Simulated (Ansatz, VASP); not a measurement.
## Sn2GeN2 in VASP and in Ansatz

Contents of INCAR:

```
SYSTEM = Sn2GeN2
  PREC = Accurate
  ENCUT = 600
  EDIFF = 1E-6
  ISMEAR = 0
  SIGMA = 0.1
  LREAL = .False.
  LASPH = .True.
  NELM = 60
  ALGO = Fast
  ISIF = 3
  LWAVE = .False.
  LCHARG = .False.
  GGA = PE
  IBRION = 2
  NSW = 100
  EDIFFG = -0.01
```

The input KPOINTS:

```
Automatic mesh
0
Gamma
  12 12 4
  0 0 0
```

The input POSCAR:

```
Sn2GeN2
1.0
    3.1369605574      0.0000000000      0.0000000000
   -1.5684802787      2.7166875333      0.0000000000
    0.0000000000      0.0000000000      9.8873462949
Sn Ge N
2 1 2
Direct
    0.3333333333      0.6666666667      0.3157386316
    0.6666666667      0.3333333333      0.6842613684
    0.0000000000      0.0000000000      0.0000000000
    0.3333333333      0.6666666667      0.1020432418
    0.6666666667      0.3333333333      0.8979567582
```

Input for Ansatz:

```yaml
crystal:
  lattice:
    - [3.1369605574, 0.0, 0.0]
    - [-1.5684802787, 2.7166875333, 0.0]
    - [0.0, 0.0, 9.8873462949]
  atoms:
    - { symbol: Sn, position: [0.3333333333, 0.6666666667, 0.3157386316] }
    - { symbol: Sn, position: [0.6666666667, 0.3333333333, 0.6842613684] }
    - { symbol: Ge, position: [0.0, 0.0, 0.0] }
    - { symbol: "N", position: [0.3333333333, 0.6666666667, 0.1020432418] }
    - { symbol: "N", position: [0.6666666667, 0.3333333333, 0.8979567582] }
basis:
  ecutwfc: 420
kpoints:
  mp_grid: { grid: [12, 12, 4] }
hamiltonian:
  xc: pbe
scf:
  occupations: { method: gaussian, width: 0.1 }
output:
  forces: true
  stress: true
  eigenvalues: true
relax:
  adjacent_minimum: "off"
  f_tol: 0.01
  max_steps: 80
  cell: { stress_tol: 0.05 }
```

Change from the starting cell: species swapped into the NiH2O2 type (P-3m1, No. 164).

Alike in both runs: task relaxation of cell and atoms; functional PBE; k mesh 12 × 12 × 4; occupations gaussian, width 0.1 eV; no spin polarisation.

```csv
,VASP,Ansatz
version,VASP 6.6.1,Ansatz 0.2.0
potentials or method,"VASP PAW PBE potentials, release 64 (Sn_d, Ge_d, N), cutoff 600 eV","scalar-relativistic, plane waves, PAW"
valence electrons in the cell,52,52
```

VASP gave:

```
gap on the k mesh at the Fermi level, each at its own relaxed structure (eV)  : none
relaxed volume (Å³/atom)                                                      : 16.90
relaxed length of the cell vector where the two differ most in proportion (Å) : 9.850
```

Q: What did Ansatz give for the same quantities?

A: gap on the k mesh at the Fermi level, each at its own relaxed structure (eV): none; relaxed volume (Å³/atom): 16.90; relaxed length of the cell vector where the two differ most in proportion (Å): 9.851.

A gap of «none» marks a metal or a gap that the smearing closes.
